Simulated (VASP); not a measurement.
# Pt (P6_3/mmc) in VASP: further runs

Runs on Pt. Level: PBE. Tasks: single point.

Program: VASP 6.6.1. These are calculated values, not measurements. Logs are shortened: lines on timing, memory, paths and dates and some standing lists are left out, and cuts for length are marked.

## 1. The cell of the first run

Symmetry: P6_3/mmc, No. 194, hexagonal system. The conventional cell has a = 2.662 Å, b = 2.662 Å, c = 4.961 Å, α = 90.00°, β = 90.00°, γ = 120.00°. Within 3.5 Å of Pt (site symmetry -6m2) lie 12 Pt at 2.66 to 2.92 Å.

## 2. Single point, PBE

INCAR reads:

```
SYSTEM = Pt
PREC     = Accurate       ! precision mode
ENCUT    = 520            ! plane-wave cutoff, eV
EDIFF    = 1E-7           ! SCF threshold, eV
ISMEAR   = 0              ! smearing method
SIGMA    = 0.15           ! smearing width, eV
LREAL    = .False.        ! projectors in reciprocal space
LASPH    = .True.         ! aspherical terms in the spheres
NELM     = 80             ! most SCF steps
ALGO     = Normal         ! electronic algorithm
ISIF     = 2              ! what is computed and relaxed
LWAVE    = .False.        ! write WAVECAR
LCHARG   = .False.        ! write CHGCAR
GGA      = PE             ! functional
NBANDS   = 17             ! bands
```

KPOINTS reads:

```
regular mesh
0
Gamma
  18 18 10
  0 0 0
```

POSCAR reads:

```
Pt
1.0
    2.6620000000      0.0000000000      0.0000000000
   -1.3310000000      2.3053596249      0.0000000000
    0.0000000000      0.0000000000      4.9607000000
Pt
2
Direct
    0.6666666667      0.3333333333      0.7500000000
    0.3333333333      0.6666666667      0.2500000000
```

Potentials or basis: VASP PAW PBE potentials, release 64 (Pt).

Launch:

```console
$ cat potpaw_PBE.64/Pt/POTCAR > POTCAR
$ mpirun -np 1 vasp_std > vasp.out
```

OUTCAR:

```text
SYSTEM = Pt
   PREC = Accurate
   ENCUT = 520
   EDIFF = 1E-7
   ISMEAR = 0
   LREAL = .False.
   LASPH = .True.
   NELM = 80
   ISIF = 2
   GGA = PE

 ion  position               nearest neighbor table
   1  0.667  0.333  0.750-   2 2.92   2 2.92   2 2.92   2 2.92   2 2.92   2 2.92
   2  0.333  0.667  0.250-   1 2.92   1 2.92   1 2.92   1 2.92   1 2.92   1 2.92

  LATTYP: Found a hexagonal cell.
 ALAT       =     2.6620000000
 C/A-ratio  =     1.8635236664

  Lattice vectors:

 A1 = (   2.6620000000,   0.0000000000,   0.0000000000)
 A2 = (  -1.3310000000,   2.3053596249,   0.0000000000)
 A3 = (   0.0000000000,   0.0000000000,   4.9607000000)

Analysis of symmetry for initial positions (statically):
=====================================================================
 Subroutine PRICEL returns:
 Original cell was already a primitive cell.

 Routine SETGRP: Setting up the symmetry group for a
 hexagonal supercell.

 Subroutine GETGRP returns: Found 24 space group operations
 (whereof 12 operations were pure point group operations)
 out of a pool of 24 trial point group operations.

The static configuration has the point symmetry D_3d.
 The point group associated with its full space group is D_6h.

Analysis of symmetry for dynamics (positions and initial velocities):
=====================================================================
 Subroutine PRICEL returns:
 Original cell was already a primitive cell.

 Routine SETGRP: Setting up the symmetry group for a
 hexagonal supercell.

 Subroutine GETGRP returns: Found 24 space group operations
 (whereof 12 operations were pure point group operations)
 out of a pool of 24 trial point group operations.

The dynamic configuration has the point symmetry D_3d.
 The point group associated with its full space group is D_6h.

 Subroutine INISYM returns: Found 24 space group operations
 (whereof 12 operations are pure point group operations),
 and found     1 'primitive' translations

----------------------------------------------------------------------------------------

                                     Primitive cell

  volume of cell :      30.4432

  direct lattice vectors                    reciprocal lattice vectors
     2.662000000  0.000000000  0.000000000     0.375657400  0.216885901  0.000000000
    -1.331000000  2.305359625  0.000000000     0.000000000  0.433771803  0.000000000
     0.000000000  0.000000000  4.960700000     0.000000000  0.000000000  0.201584454

  length of vectors
     2.662000000  2.662000000  4.960700000     0.433771803  0.433771803  0.201584454

  position of ions in fractional coordinates (direct lattice)
     0.666666667  0.333333333  0.750000000
     0.333333333  0.666666667  0.250000000

  ion indices of the primitive-cell ions
   primitive index   ion index
                 1           1
                 2           2

----------------------------------------------------------------------------------------

 KPOINTS: regular mesh

Automatic generation of k-mesh.
 Grid dimensions read from file:
 generate k-points for:   18   18   10

 Generating k-lattice:

  Cartesian coordinates                     Fractional coordinates (reciprocal lattice)
     0.020869856  0.012049217  0.000000000     0.055555556  0.000000000  0.000000000
     0.000000000  0.024098433  0.000000000     0.000000000  0.055555556  0.000000000
     0.000000000  0.000000000  0.020158445     0.000000000  0.000000000  0.100000000

  Length of vectors
     0.024098433  0.024098433  0.020158445

  Shift w.r.t. Gamma in fractional coordinates (k-lattice)
     0.000000000  0.000000000  0.000000000

 Subroutine IBZKPT returns following result:
 ===========================================

 Found    222 irreducible k-points:

 Following reciprocal coordinates:
            Coordinates               Weight
  0.000000  0.000000  0.000000      1.000000
  0.055556 -0.000000  0.000000      6.000000
  0.111111 -0.000000  0.000000      6.000000
  0.166667  0.000000  0.000000      6.000000
  0.222222 -0.000000  0.000000      6.000000
  0.277778 -0.000000  0.000000      6.000000
[... 16 lines left out ...]
  0.333333  0.111111  0.000000     12.000000
  0.388889  0.111111  0.000000     12.000000
 [... further k-points ...]
   k-points           NKPTS =    222   k-points in BZ     NKDIM =    222   number of bands    NBANDS=     17
   number of dos      NEDOS =    301   number of ions     NIONS =      2
   total plane-waves  NPLWV =  16000
   dimension x,y,z NGX =    20 NGY =   20 NGZ =   40
   dimension x,y,z NGXF=    40 NGYF=   40 NGZF=   80
   ions per type =               2
   NGX,Y,Z   is equivalent  to a cutoff of  12.49, 12.49, 13.41 a.u.
   NGXF,Y,Z  is equivalent  to a cutoff of  24.98, 24.98, 26.81 a.u.
 SYSTEM =  Pt
   PREC   = accura    normal or accurate (medium, high low for compatibility)
   ISTART =      0    job   : 0-new  1-cont  2-samecut
   ICHARG =      2    charge: 1-file 2-atom 10-const
   ISPIN  =      1    spin polarized calculation?
   LNONCOLLINEAR =      F non collinear calculations
   LSORBIT =      F    spin-orbit coupling
   LASPH  =      T    aspherical Exc in radial PAW
   ENCUT  =  520.0 eV  38.22 Ry    6.18 a.u.   4.95  4.95  9.22*2*pi/ulx,y,z
   NELM   =     80;   NELMIN=  2; NELMDL= -5     # of ELM steps
   EDIFF  = 0.1E-06   stopping-criterion for ELM
   LREAL  =      F    real-space projection
   EDIFFG = 0.1E-05   stopping-criterion for IOM
   NSW    =      0    number of steps for IOM
   IBRION =     -1    ionic relax: 0-MD 1-quasi-New 2-CG
   NFREE  =      0    steps in history (QN), initial steepest desc. (CG)
   ISIF   =      2    stress and relaxation
   ISYM   =      2    0-nonsym 1-usesym 2-fastsym
   POTIM  = 0.5000    time-step for ionic-motion
   TEBEG  =    0.0;   TEEND  =   0.0 temperature during run
   PSTRESS=    0.0 pullay stress
   NELECT =      20.0000    total number of electrons
   NUPDOWN=      -1.0000    fix difference up-down
   EMIN   =  10.00;   EMAX   =-10.00  energy-range for DOS
   EFERMI =   0.00;   METHOD = LEGACY
   ISMEAR =     0;   SIGMA  =   0.15  broadening in eV -4-tet -1-fermi 0-gaus
   EFERMI_NEDOS =   21; number of points for ismear=-14 and -15
   IALGO  =     38    algorithm
   IMIX   =      4    mixing-type and parameters
     AMIX     =   0.40;   BMIX     =  1.00
     AMIX_MAG =   1.60;   BMIX_MAG =  1.00
  volume/ion in A,a.u.               =      15.22       102.72
  Fermi-wavevector in a.u.,A,eV,Ry     =   1.423164  2.689390 27.557180  2.025396
  Thomas-Fermi vector in A             =   2.543791
   LORBIT       =      0    0 simple, 1 ext, 2 COOP (PROOUT), +10 PAW based schemes
   GGA     = PE    functional components
   LHFCALC =     F    Hartree Fock is set to
   AEXX    =    0.0000 exact exchange contribution
   IVDW    =     0    specifies the selected vdW correction
   LEPSILON=     F    determine dielectric tensor
   LRPA    =     F    only Hartree local field effects (RPA)
 non-spin polarized calculation
 Gauss-broadening in eV      SIGMA  =   0.15
  energy-cutoff  :      520.00
  volume of cell :       30.44
 maximum number of plane-waves:       855
 NGX is ok and might be reduce to    20
   NGX =  9   NGY =  9   NGZ = 19

 number of electron      20.0000002 magnetization

 Free energy of the ion-electron system (eV)
  ---------------------------------------------------
  ext. energy  EPLUGINS =         0.00000000
  ---------------------------------------------------
  free energy    TOTEN  =       -11.97055004 eV

  energy without entropy =      -11.94058835  energy(sigma->0) =      -11.95556920

 E-fermi :  11.0190     XC(G=0): -13.4135

 val. band max:       11.0185569788   @ k =   0.2222   0.1667   0.3000
 cond. band min:      11.0224033017   @ k =   0.3333   0.0556   0.4000
 fundamental gap:      0.0038463229
 Fermi energy:        11.0189706017

 k-point     1 :       0.0000    0.0000    0.0000
  band No.  band energies     occupation
      1       0.9523      2.00000
      2       3.3121      2.00000
      3       6.3821      2.00000
      4       7.3523      2.00000
      5       7.3523      2.00000
      6       7.6332      2.00000
[... 9 lines left out ...]
     16      28.2187      0.00000
     17      33.6550      0.00000

 k-point     2 :       0.0556   -0.0000    0.0000
  band No.  band energies     occupation
      1       1.0782      2.00000
      2       3.4359      2.00000
      3       6.4224      2.00000
      4       7.2924      2.00000
      5       7.4513      2.00000
      6       7.5630      2.00000
[... 9 lines left out ...]
     16      28.4280      0.00000
     17      32.7925      0.00000

 k-point     3 :       0.1111   -0.0000    0.0000
  band No.  band energies     occupation
      1       1.4450      2.00000
      2       3.7862      2.00000
      3       6.4969      2.00000
      4       7.1634      2.00000
      5       7.4079      2.00000
      6       7.7438      2.00000
[... 9 lines left out ...]
     16      28.9131      0.00000
     17      31.1877      0.00000

 k-point     4 :       0.1667    0.0000    0.0000
  band No.  band energies     occupation
      1       2.0166      2.00000
      2       4.2764      2.00000
      3       6.4871      2.00000
      4       6.9661      2.00000
      5       7.4371      2.00000
      6       7.4696      2.00000
[... 9 lines left out ...]
     16      29.2845      0.00000
     17      29.8763      0.00000
[... 343 lines left out ...]
      1       4.3063      2.00000
      2       4.9219      2.00000
      3       5.6767      2.00000
      4       6.6510      2.00000
      5       7.2808      2.00000
      6       7.5139      2.00000
[... 9 lines left out ...]
     16      26.1935      0.00000
     17      27.6354      0.00000

 k-point    23 :       0.3333    0.1111    0.0000
  band No.  band energies     occupation
      1       4.4976      2.00000
      2       4.7084      2.00000
      3       5.3816      2.00000
      4       7.1245      2.00000
      5       7.3341      2.00000
      6       7.8334      2.00000
[... 9 lines left out ...]
     16      25.4193      0.00000
     17      25.5089      0.00000

 k-point    24 :       0.3889    0.1111    0.0000
  band No.  band energies     occupation
      1       4.4666      2.00000
      2       4.6107      2.00000
      3       5.2019      2.00000
      4       7.2319      2.00000
      5       7.6431      2.00000
      6       8.0160      2.00000
[... 9 lines left out ...]
     16      24.0059      0.00000
     17      24.7966      0.00000

 [... further k-points ...]
[... 5 lines left out ...]
  --------------------------------------------------------------------------------------
  -------------------------------------------------------------------------------------
  Total        3.7794709      3.7794709     -0.3000257     -0.0000000     -0.0000000      0.0000000
  in kB      198.9078339    198.9078339    -15.7898970     -0.0000000     -0.0000000      0.0000000
  external PRESSURE =     127.3419236 kB  Pullay stress =       0.0000000 kB

 VOLUME and BASIS-vectors are now :
 -----------------------------------------------------------------------------
  energy-cutoff  :      520.00
  volume of cell :       30.44
      direct lattice vectors                 reciprocal lattice vectors
     2.662000000  0.000000000  0.000000000     0.375657400  0.216885901  0.000000000
    -1.331000000  2.305359625  0.000000000     0.000000000  0.433771803  0.000000000
     0.000000000  0.000000000  4.960700000     0.000000000  0.000000000  0.201584454

 POSITION                                       TOTAL-FORCE (eV/Angst)
 -----------------------------------------------------------------------------------
      1.33100      0.76845      3.72053         0.000000     -0.000000      0.000000
     -0.00000      1.53691      1.24018        -0.000000      0.000000      0.000000
 -----------------------------------------------------------------------------------
    total drift:                               -0.000000      0.000000     -0.000000

  FREE ENERGIE OF THE ION-ELECTRON SYSTEM (eV)
  ---------------------------------------------------
  free  energy   TOTEN  =       -11.9705500419 eV

  energy  without entropy=      -11.9405883502  energy(sigma->0) =      -11.95556920
```

Wall time 42 s (1 thread of Intel Xeon Platinum 8481C at 2.70GHz (Sapphire Rapids), shared host); peak memory 0.22 GiB.

What came out:

| Property | Result |
| --- | --- |
| Free energy | -11.9706 eV |
| Pressure | 12.7 GPa |
| Band gap on the k mesh | zero (band 10 reaches 11.86 eV, above the bottom of band 11 at 10.31 eV) |

Caveat: spin-orbit coupling is left out, which moves the levels of the heavy elements.

## 3. Single point, PBE

This run uses another cell than the first one, of 15.36 Å³/atom, 1.009 times its volume.

INCAR reads:

```
SYSTEM = Pt
PREC = Accurate
ENCUT = 520
EDIFF = 1E-6
ISMEAR = 0
SIGMA = 0.15
LREAL = .FALSE.
LASPH = .TRUE.
NELM = 100
ALGO = Normal
ISIF = 2
LWAVE = .FALSE.
LCHARG = .FALSE.
GGA = PE
NBANDS = 17
```

KPOINTS reads:

```
Automatic mesh
0
G
  18 18 10
  0 0 0
```

POSCAR reads:

```
Pt
1.0
    2.7585396147      0.0000000000      0.0000000000
   -1.3792698074      2.3889653837      0.0000000000
    0.0000000000      0.0000000000      4.6618000000
Pt
2
Direct
    0.6666666667      0.3333333333      0.7500000000
    0.3333333333      0.6666666667      0.2500000000
```

Potentials or basis: VASP PAW PBE potentials, release 64 (Pt).

Launch:

```console
$ cat potpaw_PBE.64/Pt/POTCAR > POTCAR
$ mpirun -np 1 vasp_std > vasp.out
```

Run time: 32 s. Hardware: 1 thread of Intel Xeon Platinum 8481C at 2.70GHz (Sapphire Rapids), shared host; peak memory 0.22 GiB.

It converged, with:

| Property | Result |
| --- | --- |
| Free energy | -12.0832 eV |
| Pressure | 5.8 GPa |
| Band gap on the k mesh | zero (band 10 reaches 11.33 eV, above the bottom of band 11 at 10.03 eV) |

Stress tensor (GPa, compression positive):
```
4.60 0.00 0.00
0.00 4.60 0.00
0.00 0.00 8.24
```

Levels at points of the mesh, in eV from the Fermi level:
```
           k point  band 7  band 8  band 9  band 10  band 11  band 12  band 13  band 14
(0.00, 0.00, 0.00)   -3.13   -2.07   -2.07    -0.65    -0.26    -0.26     5.20    14.93
(0.50, 0.00, 0.00)   -2.83    0.08    0.18     0.43     2.26     3.74     7.47     9.16
(0.00, 0.00, 0.50)   -3.59   -3.59   -0.87    -0.87    -0.87    -0.87    12.66    12.66
(0.50, 0.00, 0.50)   -0.92   -0.92    0.32     0.32     1.69     1.69     6.56     6.56
```

Caveat: spin-orbit coupling is left out, which moves the levels of the heavy elements.

## 4. Single point, PBE

This run uses another cell than the first one, of 15.41 Å³/atom, 1.012 times its volume.

INCAR reads:

```
ALGO = Fast
EDIFF = 1E-6
ENCUT = 520
GGA = PE
ISIF = 2
ISMEAR = 0
LASPH = T
LCHARG = F
LREAL = F
LWAVE = F
NBANDS = 17
NELM = 80
PREC = Accurate
SIGMA = 0.15
```

KPOINTS reads:

```
k-points
0
Gamma
  18 18 10
```

POSCAR reads:

```
Pt
1.0
    2.6620000000      0.0000000000      0.0000000000
   -1.3310000000      2.3053596249      0.0000000000
    0.0000000000      0.0000000000      5.0205000000
Pt
2
Direct
    0.6666666667      0.3333333333      0.7500000000
    0.3333333333      0.6666666667      0.2500000000
```

Launch:

```console
$ cat potpaw_PBE.64/Pt/POTCAR > POTCAR
$ mpirun -np 1 vasp_std > vasp.out
```

Run time: 44 s. Hardware: 1 thread of Intel Xeon Platinum 8481C at 2.70GHz (Sapphire Rapids), shared host; peak memory 0.21 GiB.

The run converged. Its results:

```
Free energy            : -11.9630 eV
Pressure               : 10.3 GPa
Band gap on the k mesh : zero (band 10 reaches 11.66 eV, above the bottom of band 11 at 10.09 eV)
```

Stress tensor (GPa, compression positive):
```
17.97  0.00  0.00
 0.00 17.97  0.00
 0.00  0.00 -5.18
```

Levels at points of the mesh, in eV from the Fermi level:
| k point | band 6 | band 7 | band 8 | band 9 | band 10 | band 11 | band 12 | band 13 | band 14 | band 15 |
| --- | --- | --- | --- | --- | --- | --- | --- | --- | --- | --- |
| (0.00, 0.00, 0.00) | -3.35 | -3.35 | -1.31 | -1.28 | -1.28 | -0.11 | -0.11 | 3.82 | 14.27 | 15.56 |
| (0.50, 0.00, 0.00) | -2.65 | -2.31 | -0.19 | 0.76 | 0.88 | 2.46 | 4.07 | 7.51 | 8.44 | 9.76 |
| (0.00, 0.00, 0.50) | -3.55 | -3.55 | -3.55 | -0.61 | -0.61 | -0.61 | -0.61 | 10.34 | 10.34 | 15.95 |
| (0.50, 0.00, 0.50) | -1.58 | -0.88 | -0.88 | 0.82 | 0.82 | 1.74 | 1.74 | 7.16 | 7.16 | 13.26 |

Caveat: spin-orbit coupling is left out, which moves the levels of the heavy elements.

## 5. The runs side by side

| cell | gap on the mesh (eV) | pressure (GPa) |
| --- | --- | --- |
| a = 2.662, b = 2.662, c = 4.961 Å, angles 90.0, 90.0, 120.0°, 2 atoms | none | 12.7 |
| a = 2.759, b = 2.759, c = 4.662 Å, angles 90.0, 90.0, 120.0°, 2 atoms | none | 5.8 |
| a = 2.662, b = 2.662, c = 5.021 Å, angles 90.0, 90.0, 120.0°, 2 atoms | none | 10.3 |

Alike in all rows: task single point; level PBE; potentials or basis VASP PAW PBE potentials, release 64 (Pt); no spin polarisation; k mesh 18 × 18 × 10; cutoff (eV) 520; smearing gaussian 0.15 eV.

Caveats: spin-orbit coupling is left out, which moves the levels of the heavy elements.

Absolute energies hang on the potentials; compare differences alone.
